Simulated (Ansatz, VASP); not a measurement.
BaTaH4 in VASP and in Ansatz

```
Ba Ta H
1.0
     3.05369    0.00000    0.00000
     0.00000    3.23619    0.00000
     0.00000    0.00000    6.86003
Ba Ta H
1 1 4
Direct
  0.00000 0.00000 0.96677
  0.00000 0.50000 0.44646
  0.50000 0.00000 0.37368
  0.50000 0.50000 0.85433
  0.50000 0.50000 0.24968
  0.50000 0.00000 0.60909
```

Alike in both runs: task relaxation of cell and atoms; functional PBE; k mesh 6 × 6 × 4; occupations gaussian, width 0.1 eV; no spin polarisation.

|  | VASP | Ansatz |
| --- | --- | --- |
| version | VASP 6.6.1 | Ansatz 0.2.0 |
| potentials or method | VASP PAW PBE potentials, release 64 (Ba_sv, Ta_sv_GW, H), cutoff 500 eV | scalar-relativistic, plane waves, PAW |
| valence electrons in the cell | 27 | 27 |

Ansatz gave:

* gap on the k mesh at the Fermi level, each at its own relaxed structure (eV): none
* relaxed volume (Å³/atom): 11.16
* relaxed length of the cell vector where the two differ most in proportion (Å): 6.822

Question: What did VASP give for the same quantities?

Answer: gap on the k mesh at the Fermi level, each at its own relaxed structure (eV): none; relaxed volume (Å³/atom): 10.95; relaxed length of the cell vector where the two differ most in proportion (Å): 6.521.

A gap of «none» marks a metal or a gap that the smearing closes.

Spin-orbit coupling is off throughout.
